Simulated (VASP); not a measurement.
# FePt (P4/mmm) in VASP: further runs

Aim: see how the results for FePt move with the level of theory and the settings. Levels: r2SCAN, LDA, PBEsol, revPBE+D3(BJ), PBE+D4. Tasks: single point.

All numbers are computed with VASP 6.6.1; they aren't measurements. Logs are shortened: lines on timing, memory, paths and dates and some standing lists are left out, and cuts for length are marked.

## 1. The cell of the first run

The structure is tetragonal, space group P4/mmm (No. 123). The conventional cell has a = 2.724 Å, b = 2.724 Å, c = 3.720 Å, α = 90.00°, β = 90.00°, γ = 90.00°. Within 3.5 Å of Pt (site symmetry 4/mmm) lie 8 Fe at 2.68 Å and 4 Pt at 2.72 Å. Fe (site symmetry 4/mmm) has 8 Pt at 2.68 Å and 4 Fe at 2.72 Å within 3.5 Å.

## 2. Single point, r2SCAN, collinear spin, ferromagnetic start

File POSCAR:

```
FePt
1.0
    2.7235000000      0.0000000000      0.0000000000
    0.0000000000      2.7235000000      0.0000000000
    0.0000000000      0.0000000000      3.7200000000
Pt Fe
1 1
Direct
    0.5000000000      0.5000000000      0.5000000000
    0.0000000000      0.0000000000      0.0000000000
```

File INCAR.step1:

```
SYSTEM = FePt
ALGO = Normal
EDIFF = 1E-4
ENCUT = 520
GGA = PE
ISMEAR = -1
ISPIN = 2
LASPH = .True.
LCHARG = .False.
LMAXMIX = 4
LREAL = .False.
LWAVE = .True.
MAGMOM = 0 3
NBANDS = 20
NELM = 150
PREC = Accurate
SIGMA = 0.05
```

File INCAR.step2:

```
SYSTEM = FePt
ALGO = Normal
EDIFF = 1E-7
ENCUT = 520
ISIF = 2
ISMEAR = -1
ISPIN = 2
ISTART = 1
LASPH = .True.
LCHARG = .True.
LELF = .True.
LMAXMIX = 4
LMIXTAU = .True.
LORBIT = 11
LREAL = .False.
LVHAR = .True.
LWAVE = .False.
MAGMOM = 0 3
METAGGA = R2SCAN
NBANDS = 20
NELM = 150
PREC = Accurate
SIGMA = 0.05
```

File KPOINTS:

```
k-points
0
Gamma
  6 6 4
  0 0 0
```

Potentials or basis: VASP PAW PBE potentials, release 64 (Pt, Fe).

On the command line:

```bash
> cat potpaw_PBE.64/Pt/POTCAR potpaw_PBE.64/Fe/POTCAR > POTCAR
> cp INCAR.step1 INCAR
> mpirun -np 1 vasp_std > vasp.out
> cp INCAR.step2 INCAR
> mpirun -np 1 vasp_std > vasp.out
```

OUTCAR:

```text
SYSTEM = FePt
   EDIFF = 1E-7
   ENCUT = 520
   ISIF = 2
   ISMEAR = -1
   ISPIN = 2
   ISTART = 1
   LASPH = .True.
   LORBIT = 11
   LREAL = .False.
   METAGGA = R2SCAN
   NELM = 150
   PREC = Accurate

 ion  position               nearest neighbor table
   1  0.500  0.500  0.500-   2 2.68   2 2.68   2 2.68   2 2.68   2 2.68   2 2.68   2 2.68   2 2.68

   2  0.000  0.000  0.000-   1 2.68   1 2.68   1 2.68   1 2.68   1 2.68   1 2.68   1 2.68   1 2.68

  LATTYP: Found a simple tetragonal cell.
 ALAT       =     2.7235000000
 C/A-ratio  =     1.3658894804

  Lattice vectors:

 A1 = (   2.7235000000,   0.0000000000,   0.0000000000)
 A2 = (   0.0000000000,   2.7235000000,   0.0000000000)
 A3 = (   0.0000000000,   0.0000000000,   3.7200000000)

Analysis of symmetry for initial positions (statically):
=====================================================================
 Subroutine PRICEL returns:
 Original cell was already a primitive cell.

 Routine SETGRP: Setting up the symmetry group for a
 simple tetragonal supercell.

 Subroutine GETGRP returns: Found 16 space group operations
 (whereof 16 operations were pure point group operations)
 out of a pool of 16 trial point group operations.

The static configuration has the point symmetry D_4h.

Analysis of symmetry for dynamics (positions and initial velocities):
=====================================================================
 Subroutine PRICEL returns:
 Original cell was already a primitive cell.

 Routine SETGRP: Setting up the symmetry group for a
 simple tetragonal supercell.

 Subroutine GETGRP returns: Found 16 space group operations
 (whereof 16 operations were pure point group operations)
 out of a pool of 16 trial point group operations.

The dynamic configuration has the point symmetry D_4h.

Analysis of structural, dynamic, and magnetic symmetry:
=====================================================================
 Subroutine PRICEL returns:
 Original cell was already a primitive cell.

 Routine SETGRP: Setting up the symmetry group for a
 simple tetragonal supercell.

 Subroutine GETGRP returns: Found 16 space group operations
 (whereof 16 operations were pure point group operations)
 out of a pool of 16 trial point group operations.

The overall configuration has the point symmetry D_4h.

 Subroutine INISYM returns: Found 16 space group operations
 (whereof 16 operations are pure point group operations),
 and found     1 'primitive' translations

----------------------------------------------------------------------------------------

                                     Primitive cell

  volume of cell :      27.5929

  direct lattice vectors                    reciprocal lattice vectors
     2.723500000  0.000000000  0.000000000     0.367174592  0.000000000  0.000000000
     0.000000000  2.723500000  0.000000000     0.000000000  0.367174592  0.000000000
     0.000000000  0.000000000  3.720000000     0.000000000  0.000000000  0.268817204

  length of vectors
     2.723500000  2.723500000  3.720000000     0.367174592  0.367174592  0.268817204

  position of ions in fractional coordinates (direct lattice)
     0.500000000  0.500000000  0.500000000
     0.000000000  0.000000000  0.000000000

  ion indices of the primitive-cell ions
   primitive index   ion index
                 1           1
                 2           2

----------------------------------------------------------------------------------------

 KPOINTS: k-points

Automatic generation of k-mesh.
 Grid dimensions read from file:
 generate k-points for:    6    6    4

 Generating k-lattice:

  Cartesian coordinates                     Fractional coordinates (reciprocal lattice)
     0.061195765  0.000000000  0.000000000     0.166666667  0.000000000  0.000000000
     0.000000000  0.061195765  0.000000000     0.000000000  0.166666667  0.000000000
     0.000000000  0.000000000  0.067204301     0.000000000  0.000000000  0.250000000

  Length of vectors
     0.061195765  0.061195765  0.067204301

  Shift w.r.t. Gamma in fractional coordinates (k-lattice)
     0.000000000  0.000000000  0.000000000

 Subroutine IBZKPT returns following result:
 ===========================================

 Found     30 irreducible k-points:

 Following reciprocal coordinates:
            Coordinates               Weight
  0.000000  0.000000  0.000000      1.000000
  0.166667  0.000000  0.000000      4.000000
  0.333333  0.000000  0.000000      4.000000
  0.500000  0.000000  0.000000      2.000000
  0.166667  0.166667  0.000000      4.000000
  0.333333  0.166667  0.000000      8.000000
[... 16 lines left out ...]
  0.333333  0.000000  0.500000      4.000000
  0.500000  0.000000  0.500000      2.000000
 [... further k-points ...]
   k-points           NKPTS =     30   k-points in BZ     NKDIM =     30   number of bands    NBANDS=     20
   number of dos      NEDOS =    301   number of ions     NIONS =      2
   total plane-waves  NPLWV =  11200
   dimension x,y,z NGX =    20 NGY =   20 NGZ =   28
   dimension x,y,z NGXF=    40 NGYF=   40 NGZF=   56
   ions per type =               1   1
   NGX,Y,Z   is equivalent  to a cutoff of  12.21, 12.21, 12.51 a.u.
   NGXF,Y,Z  is equivalent  to a cutoff of  24.42, 24.42, 25.03 a.u.
 SYSTEM =  FePt
   PREC   = accura    normal or accurate (medium, high low for compatibility)
   ISTART =      1    job   : 0-new  1-cont  2-samecut
   ICHARG =      0    charge: 1-file 2-atom 10-const
   ISPIN  =      2    spin polarized calculation?
   LNONCOLLINEAR =      F non collinear calculations
   LSORBIT =      F    spin-orbit coupling
   LASPH  =      T    aspherical Exc in radial PAW
   ENCUT  =  520.0 eV  38.22 Ry    6.18 a.u.   5.06  5.06  6.92*2*pi/ulx,y,z
   NELM   =    150;   NELMIN=  2; NELMDL=  0     # of ELM steps
   EDIFF  = 0.1E-06   stopping-criterion for ELM
   LREAL  =      F    real-space projection
   EDIFFG = 0.1E-05   stopping-criterion for IOM
   NSW    =      0    number of steps for IOM
   IBRION =     -1    ionic relax: 0-MD 1-quasi-New 2-CG
   NFREE  =      0    steps in history (QN), initial steepest desc. (CG)
   ISIF   =      2    stress and relaxation
   ISYM   =      2    0-nonsym 1-usesym 2-fastsym
   POTIM  = 0.5000    time-step for ionic-motion
   TEBEG  =    0.0;   TEEND  =   0.0 temperature during run
   PSTRESS=    0.0 pullay stress
   NELECT =      18.0000    total number of electrons
   NUPDOWN=      -1.0000    fix difference up-down
   EMIN   =  10.00;   EMAX   =-10.00  energy-range for DOS
   EFERMI =   0.00;   METHOD = LEGACY
   ISMEAR =    -1;   SIGMA  =   0.05  broadening in eV -4-tet -1-fermi 0-gaus
   EFERMI_NEDOS =   21; number of points for ismear=-14 and -15
   IALGO  =     38    algorithm
   IMIX   =      4    mixing-type and parameters
     AMIX     =   0.40;   BMIX     =  1.00
     AMIX_MAG =   1.60;   BMIX_MAG =  1.00
  volume/ion in A,a.u.               =      13.80        93.10
  Fermi-wavevector in a.u.,A,eV,Ry     =   1.419819  2.683070 27.427809  2.015887
  Thomas-Fermi vector in A             =   2.540800
   LORBIT       =     11    0 simple, 1 ext, 2 COOP (PROOUT), +10 PAW based schemes
   METAGGA = R2SCAN    functional components
   LHFCALC =     F    Hartree Fock is set to
   AEXX    =    0.0000 exact exchange contribution
   IVDW    =     0    specifies the selected vdW correction
   LEPSILON=     F    determine dielectric tensor
   LRPA    =     F    only Hartree local field effects (RPA)
 spin polarized calculation
  energy-cutoff  :      520.00
  volume of cell :       27.59
 maximum number of plane-waves:       760
   NGX = 11   NGY = 11   NGZ = 13

 number of electron      17.9999997 magnetization       3.6256704

 Free energy of the ion-electron system (eV)
  ---------------------------------------------------
  ext. energy  EPLUGINS =         0.00000000
  ---------------------------------------------------
  free energy    TOTEN  =       -66.57540499 eV

  energy without entropy =      -66.56419668  energy(sigma->0) =      -66.56980084

 E-fermi :   8.7830     XC(G=0): -14.1754

 val. band max:        8.7735024027   @ k =   0.5000   0.1667   0.0000
 cond. band min:       8.8504676580   @ k =   0.3333   0.1667   0.2500
 fundamental gap:      0.0769652553
 Fermi energy:         8.7830156178

 spin component 1

 k-point     1 :       0.0000    0.0000    0.0000
  band No.  band energies     occupation
      1      -1.3444      1.00000
      2       1.7447      1.00000
      3       2.0704      1.00000
      4       4.4735      1.00000
      5       4.4735      1.00000
      6       4.9295      1.00000
[... 12 lines left out ...]
     19      31.1134      0.00000
     20      31.1134      0.00000
[... 507 lines left out ...]
 k-point    24 :       0.5000    0.0000    0.5000
  band No.  band energies     occupation
      1       1.6506      1.00000
      2       1.7004      1.00000
      3       4.3037      1.00000
      4       4.3539      1.00000
      5       4.5513      1.00000
      6       4.5701      1.00000
[... 12 lines left out ...]
     19      31.3703      0.00000
     20      32.1908      0.00000

 [... further k-points ...]

 spin component 2

 k-point     1 :       0.0000    0.0000    0.0000
  band No.  band energies     occupation
      1      -1.4690      1.00000
      2       2.6230      1.00000
      3       2.6486      1.00000
      4       6.2513      1.00000
      5       6.2513      1.00000
      6       7.8789      1.00000
[... 12 lines left out ...]
     19      31.4178      0.00000
     20      31.4178      0.00000
[... 507 lines left out ...]
 k-point    24 :       0.5000    0.0000    0.5000
  band No.  band energies     occupation
      1       2.0987      1.00000
      2       2.3589      1.00000
      3       5.6137      1.00000
      4       5.7974      1.00000
      5       6.4224      1.00000
      6       7.7609      1.00000
[... 12 lines left out ...]
     19      31.4416      0.00000
     20      32.7133      0.00000

 [... further k-points ...]

------------------------ aborting loop because EDIFF is reached ----------------------------------------

  FORCE on cell =-STRESS in cart. coord.  units (eV):
  Direction    XX          YY          ZZ          XY          YZ          ZX
  --------------------------------------------------------------------------------------
  -------------------------------------------------------------------------------------
  Total        0.3020850      0.3020850      0.6435638      0.0000000      0.0000000     -0.0000000
  in kB       17.5405033     17.5405033     37.3683986      0.0000000      0.0000000     -0.0000000
  external PRESSURE =      24.1498017 kB  Pullay stress =       0.0000000 kB

 VOLUME and BASIS-vectors are now :
 -----------------------------------------------------------------------------
  energy-cutoff  :      520.00
  volume of cell :       27.59
      direct lattice vectors                 reciprocal lattice vectors
     2.723500000  0.000000000  0.000000000     0.367174592  0.000000000  0.000000000
     0.000000000  2.723500000  0.000000000     0.000000000  0.367174592  0.000000000
     0.000000000  0.000000000  3.720000000     0.000000000  0.000000000  0.268817204

 POSITION                                       TOTAL-FORCE (eV/Angst)
 -----------------------------------------------------------------------------------
      1.36175      1.36175      1.86000         0.000000      0.000000      0.000000
      0.00000      0.00000      0.00000         0.000000      0.000000      0.000000
 -----------------------------------------------------------------------------------
    total drift:                               -0.000000      0.000000      0.000000

  FREE ENERGIE OF THE ION-ELECTRON SYSTEM (eV)
  ---------------------------------------------------
  free  energy   TOTEN  =       -66.5754049949 eV

  energy  without entropy=      -66.5641966753  energy(sigma->0) =      -66.56980084

 total charge

# of ion       s       p       d       tot
------------------------------------------
    1        0.729   0.678   8.064   9.471
    2        0.419   0.484   6.040   6.943
--------------------------------------------------
tot          1.148   1.162  14.105  16.414

 magnetization (x)

# of ion       s       p       d       tot
------------------------------------------
    1       -0.018  -0.082   0.454   0.354
    2        0.017  -0.011   3.283   3.289
--------------------------------------------------
tot         -0.002  -0.093   3.736   3.642
```

Wall time 85 s (1 thread of Intel Xeon Platinum 8559C (Emerald Rapids), shared host); peak memory 0.16 GiB.

Results:

- Free energy: -66.5754 eV
- Pressure: 2.4 GPa
- Net moment: 3.63 μB per cell
- Site moments: Pt +0.35; Fe +3.29 μB
- Valence electrons inside the program's atomic spheres: Pt 9.47; Fe 6.94

Levels at points of the mesh, in eV from the Fermi level:
Spin up:
| k point | band 7 | band 8 | band 9 | band 10 | band 11 | band 12 | band 13 | band 14 | band 15 | band 16 |
| --- | --- | --- | --- | --- | --- | --- | --- | --- | --- | --- |
| (0.00, 0.00, 0.00) | -3.26 | -2.89 | -1.05 | -1.05 | -0.92 | 2.20 | 9.81 | 11.98 | 11.98 | 17.85 |
| (0.50, 0.00, 0.00) | -3.73 | -3.35 | -3.03 | -1.93 | -0.65 | 1.91 | 10.53 | 10.57 | 12.85 | 13.58 |
| (0.50, 0.50, 0.00) | -1.32 | -1.32 | -1.23 | 0.37 | 1.50 | 1.50 | 7.54 | 10.15 | 11.19 | 12.74 |
| (0.00, 0.00, 0.50) | -3.50 | -3.13 | -3.11 | -2.48 | -2.48 | -1.12 | 15.88 | 15.98 | 16.61 | 16.61 |
| (0.50, 0.00, 0.50) | -2.31 | -1.63 | -1.12 | -0.97 | -0.81 | -0.64 | 4.52 | 6.77 | 16.83 | 17.10 |
| (0.50, 0.50, 0.50) | -3.57 | -2.22 | -2.10 | 0.38 | 6.78 | 6.78 | 7.74 | 8.12 | 8.62 | 8.62 |
Spin down:
```csv
k point,band 5,band 6,band 7,band 8,band 9,band 10
"(0.00, 0.00, 0.00)",-2.53,-0.90,-0.88,0.95,1.93,1.93
"(0.50, 0.00, 0.00)",-2.73,-1.55,-1.17,-0.73,0.97,1.08
"(0.50, 0.50, 0.00)",1.00,1.37,1.37,1.58,1.82,2.00
"(0.00, 0.00, 0.50)",-2.12,-2.12,-1.59,-0.75,0.59,0.68
"(0.50, 0.00, 0.50)",-2.36,-1.02,-0.65,-0.30,1.04,1.75
"(0.50, 0.50, 0.50)",-1.64,-1.40,-1.40,1.01,1.26,1.82
```

Caveat: the k points lie up to 0.42 Å⁻¹ apart; the PAW data sets were made with another functional, which shifts forces and pressure a little; spin-orbit coupling is left out, which moves the levels of the heavy elements.

## 3. Single point, LDA, collinear spin, ferromagnetic start

This run uses another cell than the first one, of 13.05 Å³/atom.

File INCAR:

```
SYSTEM = FePt
ALGO     = Normal         ! electronic algorithm
EDIFF    = 1E-6           ! SCF threshold, eV
ENCUT    = 600            ! plane-wave cutoff, eV
GGA      = CA             ! functional
GGA_COMPAT= .False.      
ISIF     = 2              ! what is computed and relaxed
ISMEAR   = -1             ! smearing method
ISPIN    = 2              ! spin polarisation
LASPH    = .True.         ! aspherical terms in the spheres
LCHARG   = .True.         ! write CHGCAR
LELF     = .True.         ! ELF
LMAXMIX  = 4              ! l up to which the mixer works
LORBIT   = 11             ! projections on sites
LREAL    = .False.        ! projectors in reciprocal space
LVHAR    = .True.       
LWAVE    = .False.        ! write WAVECAR
MAGMOM   = 0 3            ! initial moments
NBANDS   = 20             ! bands
NELM     = 200            ! most SCF steps
PREC     = Accurate       ! precision mode
SIGMA    = 0.05           ! smearing width, eV
```

File KPOINTS:

```
k-points
0
Gamma
  10 10 7
  0 0 0
```

File POSCAR:

```
FePt
1.0
    2.6689362272      0.0000000000      0.0000000000
    0.0000000000      2.6689362272      0.0000000000
    0.0000000000      0.0000000000      3.6634351987
Pt Fe
1 1
Direct
    0.5000000000      0.5000000000      0.5000000000
    0.0000000000      0.0000000000      0.0000000000
```

Potentials or basis: VASP PAW LDA potentials, release 64 (Pt, Fe).

On the command line:

```bash
> cat potpaw_LDA.64/Pt/POTCAR potpaw_LDA.64/Fe/POTCAR > POTCAR
> mpirun -np 1 vasp_std > vasp.out
```

Run time: 34 s. Hardware: 1 thread of Intel Xeon 6975P-C (Granite Rapids), shared host; peak memory 0.21 GiB.

The run converged. Its results:

| Item | Value |
| --- | --- |
| Free energy | -17.0115 eV |
| Pressure | -0.1 GPa |
| Net moment | 3.12 μB per cell |
| Site moments | Pt +0.35; Fe +2.71 μB |
| Valence electrons inside the program's atomic spheres | Pt 9.56; Fe 7.14 |

Levels at points of the mesh, in eV from the Fermi level:
Spin up:
| k point | band 8 | band 9 | band 10 | band 11 | band 12 | band 13 | band 14 | band 15 |
| --- | --- | --- | --- | --- | --- | --- | --- | --- |
| (0.00, 0.00, 0.00) | -1.60 | -0.29 | -0.05 | -0.05 | 2.30 | 10.49 | 12.11 | 12.11 |
| (0.50, 0.00, 0.00) | -2.16 | -1.79 | -1.63 | 0.60 | 2.38 | 10.86 | 11.07 | 13.21 |
| (0.50, 0.50, 0.00) | -0.09 | -0.09 | 0.79 | 1.70 | 1.70 | 8.34 | 10.93 | 11.17 |
Spin down:
| k point | band 6 | band 7 | band 8 | band 9 | band 10 | band 11 |
| --- | --- | --- | --- | --- | --- | --- |
| (0.00, 0.00, 0.00) | -0.89 | -0.74 | 0.45 | 1.59 | 1.76 | 1.76 |
| (0.50, 0.00, 0.00) | -1.39 | -1.36 | -1.12 | 0.30 | 0.64 | 2.67 |
| (0.50, 0.50, 0.00) | 1.25 | 1.59 | 1.84 | 1.84 | 1.88 | 2.00 |

Caveat: spin-orbit coupling is left out, which moves the levels of the heavy elements.

[end of part 1 of 2]
